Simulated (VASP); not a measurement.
# SiC (Moissanite 3C) (F-43m) in VASP: a series of runs, part 2 of 2

VASP 6.6.1.

**3. Single point, PBE**

This run uses another cell than the first one, of 9.93 Å³/atom, 1.021 times its volume.

Contents of INCAR:

```
PREC = Accurate
ENCUT = 520
EDIFF = 1E-6
ISMEAR = 0
SIGMA = 0.01
LREAL = False
LASPH = True
NELM = 80
ALGO = Normal
ISIF = 2
LWAVE = False
LCHARG = True
GGA = PE
LELF = True
LVHAR = True
NBANDS = 11
```

Contents of KPOINTS:

```
regular mesh
0
Gamma
  8 8 8
```

Contents of POSCAR:

```
SiC
1.0
    0.0000000000      2.1495504440      2.1495504440
    2.1495504440      0.0000000000      2.1495504440
    2.1495504440      2.1495504440      0.0000000000
Si C
1 1
Direct
    0.0000000000      0.0000000000      0.0000000000
    0.2500000000      0.2500000000      0.2500000000
```

Potentials or basis: VASP PAW PBE potentials, release 64 (Si, C).

Launch:

```bash
cat potpaw_PBE.64/Si/POTCAR potpaw_PBE.64/C/POTCAR > POTCAR
mpirun -np 1 vasp_std > vasp.out
```

OUTCAR:

```text
PREC = Accurate
   ENCUT = 520
   EDIFF = 1E-6
   ISMEAR = 0
   LREAL = False
   LASPH = True
   NELM = 80
   ISIF = 2
   GGA = PE

 ion  position               nearest neighbor table
   1  0.000  0.000  0.000-   2 1.86   2 1.86   2 1.86   2 1.86
   2  0.250  0.250  0.250-   1 1.86   1 1.86   1 1.86   1 1.86

  LATTYP: Found a face centered cubic cell.
 ALAT       =     4.2991008880

  Lattice vectors:

 A1 = (   0.0000000000,   2.1495504440,   2.1495504440)
 A2 = (   2.1495504440,   0.0000000000,   2.1495504440)
 A3 = (   2.1495504440,   2.1495504440,   0.0000000000)

Analysis of symmetry for initial positions (statically):
=====================================================================
 Subroutine PRICEL returns:
 Original cell was already a primitive cell.

 Routine SETGRP: Setting up the symmetry group for a
 face centered cubic supercell.

 Subroutine GETGRP returns: Found 24 space group operations
 (whereof 24 operations were pure point group operations)
 out of a pool of 48 trial point group operations.

The static configuration has the point symmetry T_d .

Analysis of symmetry for dynamics (positions and initial velocities):
=====================================================================
 Subroutine PRICEL returns:
 Original cell was already a primitive cell.

 Routine SETGRP: Setting up the symmetry group for a
 face centered cubic supercell.

 Subroutine GETGRP returns: Found 24 space group operations
 (whereof 24 operations were pure point group operations)
 out of a pool of 48 trial point group operations.

The dynamic configuration has the point symmetry T_d .

 Subroutine INISYM returns: Found 24 space group operations
 (whereof 24 operations are pure point group operations),
 and found     1 'primitive' translations

----------------------------------------------------------------------------------------

                                     Primitive cell
[... 112 lines left out ...]
  volume/ion in A,a.u.               =       9.93        67.03
  Fermi-wavevector in a.u.,A,eV,Ry     =   1.208965  2.284613 19.886237  1.461597
  Thomas-Fermi vector in A             =   2.344557
   LORBIT       =      0    0 simple, 1 ext, 2 COOP (PROOUT), +10 PAW based schemes
   GGA     = PE    functional components
   LHFCALC =     F    Hartree Fock is set to
   AEXX    =    0.0000 exact exchange contribution
   IVDW    =     0    specifies the selected vdW correction
   LEPSILON=     F    determine dielectric tensor
   LRPA    =     F    only Hartree local field effects (RPA)
 non-spin polarized calculation
 Gauss-broadening in eV      SIGMA  =   0.01
  energy-cutoff  :      520.00
  volume of cell :       19.86
 maximum number of plane-waves:       546
   NGX = 11   NGY = 11   NGZ = 11

 number of electron       7.9999999 magnetization

 Free energy of the ion-electron system (eV)
  ---------------------------------------------------
  ext. energy  EPLUGINS =         0.00000000
  ---------------------------------------------------
  free energy    TOTEN  =       -15.01498426 eV

  energy without entropy =      -15.01498426  energy(sigma->0) =      -15.01498426

 E-fermi :   8.6217     XC(G=0): -11.5352

 val. band max:        8.5725122030   @ k =   0.0000   0.0000   0.0000
 cond. band min:       9.8894311207   @ k =   0.5000   0.5000   0.0000
 fundamental gap:      1.3169189178
 Fermi energy:         8.6217331406

 k-point     1 :       0.0000    0.0000    0.0000
  band No.  band energies     occupation
      1      -7.1553      2.00000
      2       8.5725      2.00000
      3       8.5725      2.00000
      4       8.5725      2.00000
      5      15.2868      0.00000
      6      16.1689      0.00000
      7      16.1689      0.00000
      8      16.1689      0.00000
      9      23.3203      0.00000
     10      23.3203      0.00000
     11      25.6952      0.00000
[... 309 lines left out ...]
 k-point    24 :      -0.3750    0.2500    0.1250
  band No.  band energies     occupation
      1      -2.7649      2.00000
      2       0.5588      2.00000
      3       4.8008      2.00000
      4       6.2576      2.00000
      5      13.9052      0.00000
      6      16.1365      0.00000
      7      19.0590      0.00000
      8      19.9356      0.00000
      9      22.4056      0.00000
     10      25.1688      0.00000
     11      28.3999      0.00000

 [... further k-points ...]
[... 5 lines left out ...]
  --------------------------------------------------------------------------------------
  -------------------------------------------------------------------------------------
  Total        1.6300605      1.6300605      1.6300605      0.0000000     -0.0000000      0.0000000
  in kB      131.4744541    131.4744541    131.4744541      0.0000000     -0.0000000      0.0000000
  external PRESSURE =     131.4744541 kB  Pullay stress =       0.0000000 kB

 VOLUME and BASIS-vectors are now :
 -----------------------------------------------------------------------------
  energy-cutoff  :      520.00
  volume of cell :       19.86
      direct lattice vectors                 reciprocal lattice vectors
     0.000000000  2.149550444  2.149550444    -0.232606777  0.232606777  0.232606777
     2.149550444  0.000000000  2.149550444     0.232606777 -0.232606777  0.232606777
     2.149550444  2.149550444  0.000000000     0.232606777  0.232606777 -0.232606777

 POSITION                                       TOTAL-FORCE (eV/Angst)
 -----------------------------------------------------------------------------------
      0.00000      0.00000      0.00000        -0.000000     -0.000000     -0.000000
      1.07478      1.07478      1.07478         0.000000      0.000000      0.000000
 -----------------------------------------------------------------------------------
    total drift:                                0.000000      0.000000      0.000000

  FREE ENERGIE OF THE ION-ELECTRON SYSTEM (eV)
  ---------------------------------------------------
  free  energy   TOTEN  =       -15.0149842588 eV

  energy  without entropy=      -15.0149842588  energy(sigma->0) =      -15.01498426
```

OSZICAR:

```text
N       E                     dE             d eps       ncg     rms          rms(c)
DAV:   1     0.349689601020E+01    0.34969E+01   -0.39236E+03   665   0.607E+02
DAV:   2    -0.163386955741E+02   -0.19836E+02   -0.18894E+02   777   0.109E+02
DAV:   3    -0.169856445917E+02   -0.64695E+00   -0.64574E+00   776   0.165E+01
DAV:   4    -0.169880184327E+02   -0.23738E-02   -0.23737E-02   744   0.128E+00
DAV:   5    -0.169880283930E+02   -0.99603E-05   -0.99603E-05   773   0.753E-02    0.925E+00
DAV:   6    -0.150864145069E+02    0.19016E+01   -0.65580E+00   704   0.117E+01    0.414E+00
DAV:   7    -0.150228058960E+02    0.63609E-01   -0.43358E-01   755   0.374E+00    0.186E+00
DAV:   8    -0.150147538905E+02    0.80520E-02   -0.20584E-02   734   0.960E-01    0.170E-01
DAV:   9    -0.150148788225E+02   -0.12493E-03   -0.14626E-03   782   0.224E-01    0.114E-01
DAV:  10    -0.150149820864E+02   -0.10326E-03   -0.21137E-04   725   0.898E-02    0.255E-02
DAV:  11    -0.150149838988E+02   -0.18125E-05   -0.35803E-05   758   0.316E-02    0.675E-03
DAV:  12    -0.150149842588E+02   -0.36000E-06   -0.16560E-06   529   0.781E-03
   1 F= -.15014984E+02 E0= -.15014984E+02  d E =-.994204E-15
```

stdout:

```text
POSCAR found type information on POSCAR SiC
 POSCAR found :  2 types and       2 ions
 scaLAPACK will be used
 LDA part: xc-table for (Slater+PW92), standard interpolation
 POSCAR, INCAR and KPOINTS ok, starting setup
 FFT: planning ... GRIDC
 FFT: planning ... GRID_SOFT
 FFT: planning ... GRID
 WAVECAR not read
 entering main loop
```

Run time: 2.5 s. Hardware: 1 thread of Intel Xeon 6975P-C (Granite Rapids), shared host; peak memory 0.12 GiB.

Results:

```
Free energy            : -15.0150 eV
Pressure               : 13.1 GPa
Band gap on the k mesh : 1.32 eV, indirect (least direct gap 4.58 eV)
```

A k mesh can miss the band edges. Expect the measured gap to be larger: semilocal functionals such as PBE lack the derivative discontinuity.

**4. Single point, PBE**

This run uses another cell than the first one, of 10.14 Å³/atom, 1.043 times its volume.

Contents of INCAR:

```
SYSTEM = SiC
PREC     = Accurate       ! precision mode
ENCUT    = 520            ! plane-wave cutoff, eV
EDIFF    = 1E-6           ! SCF threshold, eV
ISMEAR   = 0              ! smearing method
SIGMA    = 0.01           ! smearing width, eV
LREAL    = .False.        ! projectors in reciprocal space
LASPH    = .True.         ! aspherical terms in the spheres
NELM     = 100            ! most SCF steps
ALGO     = Normal         ! electronic algorithm
ISIF     = 2              ! what is computed and relaxed
LWAVE    = .False.        ! write WAVECAR
LCHARG   = .False.        ! write CHGCAR
GGA      = PE             ! functional
NBANDS   = 11             ! bands
```

Contents of KPOINTS:

```
regular mesh
0
Gamma
  8 8 8
  0 0 0
```

Contents of POSCAR:

```
SiC
1.0
    0.0000000000      2.1643753983      2.1643753983
    2.1643753983      0.0000000000      2.1643753983
    2.1643753983      2.1643753983      0.0000000000
Si C
1 1
Direct
    0.0000000000      0.0000000000      0.0000000000
    0.2500000000      0.2500000000      0.2500000000
```

Launch:

```bash
cat potpaw_PBE.64/Si/POTCAR potpaw_PBE.64/C/POTCAR > POTCAR
mpirun -np 1 vasp_std > vasp.out
```

Wall time 2.3 s (1 thread of Intel Xeon 6975P-C (Granite Rapids), shared host); peak memory 0.13 GiB.

Results (log left out):

| Property | Result |
| --- | --- |
| Free energy | -15.0422 eV |
| Pressure | 7.9 GPa |
| Band gap on the k mesh | 1.34 eV, indirect (least direct gap 4.56 eV) |

Levels at points of the mesh, in eV from the valence-band top:
```tsv
k point	band 1	band 2	band 3	band 4	band 5	band 6	band 7	band 8	band 9
(0.00, 0.00, 0.00)	-15.56	0.00	0.00	0.00	6.47	7.45	7.45	7.45	14.62
(0.50, 0.00, 0.00)	-11.92	-8.65	-1.06	-1.06	5.62	7.31	7.31	10.17	16.45
(0.50, 0.50, 0.00)	-10.45	-7.86	-3.22	-3.22	1.34	4.39	14.27	14.27	15.06
```

**5. Single point, PBE**

This run uses another cell than the first one, of 10.76 Å³/atom, 1.106 times its volume.

Contents of INCAR:

```
SYSTEM = SiC
PREC = Accurate
ENCUT = 520
EDIFF = 1E-6
ISMEAR = 0
SIGMA = 0.01
LREAL = .FALSE.
LASPH = .TRUE.
NELM = 60
ALGO = Normal
ISIF = 2
LWAVE = .FALSE.
LCHARG = .TRUE.
GGA = PE
LELF = .TRUE.
LVHAR = .TRUE.
NBANDS = 11
```

Contents of KPOINTS:

```
Automatic mesh
0
G
  8 8 8
  0 0 0
```

Contents of POSCAR:

```
SiC
1.0
    0.0000000000      2.2076743409      2.2076743409
    2.2076743409      0.0000000000      2.2076743409
    2.2076743409      2.2076743409      0.0000000000
Si C
1 1
Direct
    0.0000000000      0.0000000000      0.0000000000
    0.2500000000      0.2500000000      0.2500000000
```

Launch:

```bash
cat potpaw_PBE.64/Si/POTCAR potpaw_PBE.64/C/POTCAR > POTCAR
mpirun -np 1 vasp_std > vasp.out
```

It took 2.6 s on 1 thread of Intel Xeon 6975P-C (Granite Rapids), shared host; peak memory 0.13 GiB.

It converged, with:

```
Free energy            : -15.0517 eV
Pressure               : -5.0 GPa
Band gap on the k mesh : 1.39 eV, indirect (least direct gap 4.50 eV)
```

Levels at points of the mesh, in eV from the valence-band top:
| k point | band 2 | band 3 | band 4 | band 5 | band 6 | band 7 |
| --- | --- | --- | --- | --- | --- | --- |
| (0.00, 0.00, 0.00) | 0.00 | 0.00 | 0.00 | 5.78 | 7.04 | 7.04 |
| (0.50, 0.00, 0.00) | -8.32 | -1.04 | -1.04 | 5.08 | 7.07 | 7.07 |
| (0.50, 0.50, 0.00) | -7.67 | -3.11 | -3.11 | 1.39 | 4.19 | 13.58 |

A k mesh can miss the band edges. PBE gaps usually lie below the measured ones, often by a third to a half.

**6. Single point, PBE**

This run uses another cell than the first one, of 10.97 Å³/atom, 1.128 times its volume.

Contents of INCAR:

```
PREC = Accurate
ENCUT = 520
EDIFF = 1E-7
ISMEAR = 0
SIGMA = 0.01
LREAL = F
LASPH = T
NELM = 100
ALGO = Normal
ISIF = 2
LWAVE = F
LCHARG = F
GGA = PE
NBANDS = 11
```

Contents of KPOINTS:

```
Automatic mesh
0
Gamma
  8 8 8
```

Contents of POSCAR:

```
SiC
1.0
    0.0000000000      2.2217363401      2.2217363401
    2.2217363401      0.0000000000      2.2217363401
    2.2217363401      2.2217363401      0.0000000000
Si C
1 1
Direct
    0.0000000000      0.0000000000      0.0000000000
    0.2500000000      0.2500000000      0.2500000000
```

Potentials or basis: VASP PAW PBE potentials, release 64 (Si, C).

Launch:

```bash
cat potpaw_PBE.64/Si/POTCAR potpaw_PBE.64/C/POTCAR > POTCAR
mpirun -np 1 vasp_std > vasp.out
```

Wall time 2.6 s (1 thread of Intel Xeon 6975P-C (Granite Rapids), shared host); peak memory 0.13 GiB.

The run converged. Its results:

```
Free energy            : -15.0344 eV
Pressure               : -8.5 GPa
Band gap on the k mesh : 1.41 eV, indirect (least direct gap 4.48 eV)
```

Levels at points of the mesh, in eV from the valence-band top:
```tsv
k point	band 1	band 2	band 3	band 4	band 5	band 6	band 7	band 8	band 9
(0.00, 0.00, 0.00)	-14.95	0.00	0.00	0.00	5.55	6.91	6.91	6.91	14.17
(0.50, 0.00, 0.00)	-11.60	-8.22	-1.04	-1.04	4.91	6.99	6.99	9.73	15.52
(0.50, 0.50, 0.00)	-10.21	-7.62	-3.07	-3.07	1.41	4.12	13.36	13.36	14.03
```

A k mesh can miss the band edges. As with any semilocal functional, this PBE gap is likely too small.

**7. Overview**

| cell | gap on the mesh (eV) | pressure (GPa) |
| --- | --- | --- |
| a = 3.019 Å, angles 60.0°, 2 atoms | 1.30 | 18.9 |
| a = 3.040 Å, angles 60.0°, 2 atoms | 1.32 | 13.1 |
| a = 3.061 Å, angles 60.0°, 2 atoms | 1.34 | 7.9 |
| a = 3.122 Å, angles 60.0°, 2 atoms | 1.39 | -5.0 |
| a = 3.142 Å, angles 60.0°, 2 atoms | 1.41 | -8.5 |

Alike in all rows: task single point; level PBE; potentials or basis VASP PAW PBE potentials, release 64 (Si, C); no spin polarisation; k mesh 8 × 8 × 8; cutoff (eV) 520; smearing gaussian 0.01 eV.

Absolute energies hang on the potentials; compare differences alone.
